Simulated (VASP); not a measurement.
Wanted: the native input for a VASP 6.6.1 run.

```yaml
Task: single point
Functional: PBE0
Potentials_or_basis: VASP PAW PBE potentials, release 64 (F, Li_sv)
Cutoff: 520 eV
k_mesh: 8 × 8 × 8
Occupations: fermi-dirac, width 0.05 eV
Spin: no spin polarisation
Dipole_correction: no
Grid_for_exact_exchange_PRECFOCK: Normal
Further_INCAR_settings: ALGO = Normal; EDIFF = 1e-07; NBANDS = 12
Share_of_exact_exchange: 0.25
```

The system is LiF.

```
F Li
1.0
     0.00000    2.00048    2.00048
     2.00048    0.00000    2.00048
     2.00048    2.00048    0.00000
F Li
1 1
Cartesian
  2.0005 2.0005 2.0005
  0.0000 0.0000 0.0000
```

One way to write it, as run:

POSCAR

```
LiF
1.0
    0.0000000000      2.0004828142      2.0004828142
    2.0004828142      0.0000000000      2.0004828142
    2.0004828142      2.0004828142      0.0000000000
F Li
1 1
Direct
    0.5000000000      0.5000000000      0.5000000000
    0.0000000000      0.0000000000      0.0000000000
```

INCAR.step1

```
SYSTEM = LiF
  PREC = Accurate
  ENCUT = 520
  EDIFF = 1E-5
  ISMEAR = -1
  SIGMA = 0.05
  LREAL = .False.
  LASPH = .True.
  NELM = 80
  ALGO = Normal
  ISIF = 2
  LWAVE = .True.
  NBANDS = 12
  GGA = PE
```

INCAR.step2

```
SYSTEM = LiF
  PREC = Accurate
  ENCUT = 520
  EDIFF = 1E-7
  ISMEAR = -1
  SIGMA = 0.05
  LREAL = .False.
  LASPH = .True.
  NELM = 80
  ALGO = Normal
  ISIF = 2
  LWAVE = .False.
  LCHARG = .True.
  GGA = PE
  LHFCALC = .True.
  AEXX = 0.25
  PRECFOCK = Normal
  LELF = .True.
  LVHAR = .True.
  NBANDS = 12
  ISTART = 1
```

KPOINTS

```
regular mesh
0
Gamma
  8 8 8
  0 0 0
```

Potentials or basis: VASP PAW PBE potentials, release 64 (F, Li_sv).

Launch:

```console
$ cat potpaw_PBE.64/F/POTCAR potpaw_PBE.64/Li_sv/POTCAR > POTCAR
$ cp INCAR.step1 INCAR
$ mpirun -np 1 vasp_std > vasp.out
$ cp INCAR.step2 INCAR
$ mpirun -np 1 vasp_std > vasp.out
```

Results of the run:

- Band gap on the k mesh: 12.35 eV

Run time: 25 min on 1 thread of AMD EPYC 7R43 64-Core Processor (Zen 3) (shared host), peak memory 0.11 GiB.
